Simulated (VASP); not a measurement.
TiB2, 3 atoms in the cell. The structure is hexagonal, space group P6/mmm (No. 191). The conventional cell has a = 3.089 Å, b = 3.089 Å, c = 3.292 Å, α = 90.00°, β = 90.00°, γ = 120.00°. Ti (site symmetry 6/mmm) has 12 B at 2.43 Å and 8 Ti at 3.09 to 3.29 Å within 3.3 Å. B (site symmetry -6m2) has 3 B at 1.78 Å and 6 Ti at 2.43 Å within 2.5 Å. 

```yaml
Program: VASP 6.6.1
Task: electric field gradients
Functional: PBEsol
Potentials_or_basis: VASP PAW PBE potentials, release 64 (Ti_sv, B)
Cutoff: 520 eV
k_mesh: 15 × 15 × 13
Occupations: fermi-dirac, width 0.08 eV
Spin: no spin polarisation
Dipole_correction: no
Further_INCAR_settings: ALGO = Normal; EDIFF = 1e-08; NBANDS = 16
```

Potentials or basis: VASP PAW PBE potentials, release 64 (Ti_sv, B).

The run is started by

```sh
$ cat potpaw_PBE.64/Ti_sv/POTCAR potpaw_PBE.64/B/POTCAR > POTCAR
$ mpirun -np 1 vasp_std > vasp.out
```

Hardware: 1 thread of AMD EPYC 7R43 64-Core Processor (Zen 3), on a shared host.

Task: How long does it take, and how much memory?

Result: It took 2.1 min on 1 thread of AMD EPYC 7R43 64-Core Processor (Zen 3), on a shared host, peak memory 0.17 GiB. Counts: scf iterations 16, k points 189.
